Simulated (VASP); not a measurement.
Input of a VASP 6.6.1 run:

The input INCAR:

```
  PREC = Accurate
  ENCUT = 520
  EDIFF = 1E-6
  ISMEAR = -1
  SIGMA = 0.05
  LREAL = Auto
  LASPH = True
  NELM = 60
  ALGO = Normal
  ISIF = 2
  LWAVE = False
  LCHARG = False
  GGA = CA
  NELECT = 252.0
  NBANDS = 164
```

File KPOINTS:

```
Automatic mesh
0
Gamma
  1 1 1
```

File POSCAR:

```
Si62P
1.0
   10.8600000000      0.0000000000      0.0000000000
    0.0000000000     10.8600000000      0.0000000000
    0.0000000000      0.0000000000     10.8600000000
Si P
62 1
Direct
    0.5025386740     -0.0010250460      0.0037441989
    0.6259341621      0.1235255985      0.1332720994
    0.7504107735      0.2468569061      0.0037291897
    0.8749728361      0.3750262431      0.1246800184
    0.8665732044      0.1234848987      0.3738555249
    0.0031409761     -0.0055431860     -0.0034423573
    0.1213503683      0.1209196133      0.1260627072
    0.2495070902      0.2469778085     -0.0008451197
    0.3749071823      0.3745289134      0.1248090239
    0.5024733886      0.4998617864     -0.0008548803
    0.6284865562      0.6280343462      0.1260305709
    0.7549259669      0.7462741252     -0.0034266114
    0.2498531308     -0.0003311234      0.2499581952
    0.3731531308      0.1257429098      0.3760302947
    0.4988990792      0.2506285451      0.2523871087
    0.6237761510      0.3764067219      0.3760131676
    0.7498212707      0.4995806630      0.2498408840
    0.8737315838      0.6278452118      0.3712772560
    0.4989418969      0.0020305709      0.5008504604
    0.6236894107      0.1257857274      0.6266772560
    0.7473825046      0.2505727440      0.5008542357
    0.8749651934      0.3745224678      0.6247878453
    0.7497716390     -0.0003566298      0.7498743094
    0.8736683241      0.1208920810      0.8783455801
    0.0013890424      0.4967655617     -0.0016604052
    0.1262697974      0.6230362799      0.1215631676
    0.2526141805      0.7479478821     -0.0015694291
    0.3743397790      0.8744570902      0.1247438306
   -0.0040054328      0.2469427256      0.2492672192
    0.1233992634      0.3731252302      0.3733020258
    0.2505770718      0.4988085635      0.2498802026
    0.3762253223      0.6261163904      0.3732915285
    0.5025373849      0.7534697053      0.2492872928
    0.6260184162      0.8828554328      0.3738320442
   -0.0039152855     -0.0010139963      0.4972352670
    0.1232743094      0.1230641805      0.6236058932
    0.2485496317      0.2499108656      0.5003208103
    0.3747247698      0.3747408840      0.6250188766
    0.4995026703      0.5009337937      0.5002581031
    0.6263465930      0.6261485267      0.6236125230
    0.7504790055      0.7532574586      0.4972367403
    0.8749293738      0.8744447514      0.6252737569
    0.2505594843     -0.0004807551      0.7491530387
    0.3761601289      0.1229869245      0.8764283610
    0.4994472376      0.2500130755      0.7513077348
    0.6264770718      0.3732749540      0.8764367403
    0.7498651013      0.4988058011      0.7490716390
    0.8782050645      0.6230249540      0.8733638122
    0.0032559853      0.7461201657      0.2450944751
    0.1215037753      0.8757173112      0.3712960405
    0.0007416206      0.4997864641      0.4973002762
    0.1257813996      0.6235677716      0.6226126151
    0.2495463168      0.7487290055      0.4973641805
    0.3748948435      0.8744985267      0.6248013812
    0.0005513812      0.2469910681      0.7502586556
    0.1258806630      0.3721796501      0.8738114180
    0.2504809392      0.4989109576      0.7492181400
    0.3771865562      0.6234717311      0.8738720994
    0.5023606814      0.7488295580      0.7503097606
    0.6284961326      0.8757262431      0.8783089319
    0.0012679558      0.7481129834      0.7471615101
    0.1263758748      0.8711016575      0.8734337017
    0.7517046961     -0.0021913444      0.2481337937
```

Potentials or basis: VASP PAW LDA potentials, release 64 (Si, P).

Run with:

```console
$ cat potpaw_LDA.64/Si/POTCAR potpaw_LDA.64/P/POTCAR > POTCAR
$ mpirun -np 1 vasp_gam > vasp.out
```

(1) Estimate the largest force.

Results:

(1) 0.041 eV/Å.

Caveat: the k points lie up to 0.58 Å⁻¹ apart; the cell carries a net charge on a neutralising background, which shifts energy and pressure.
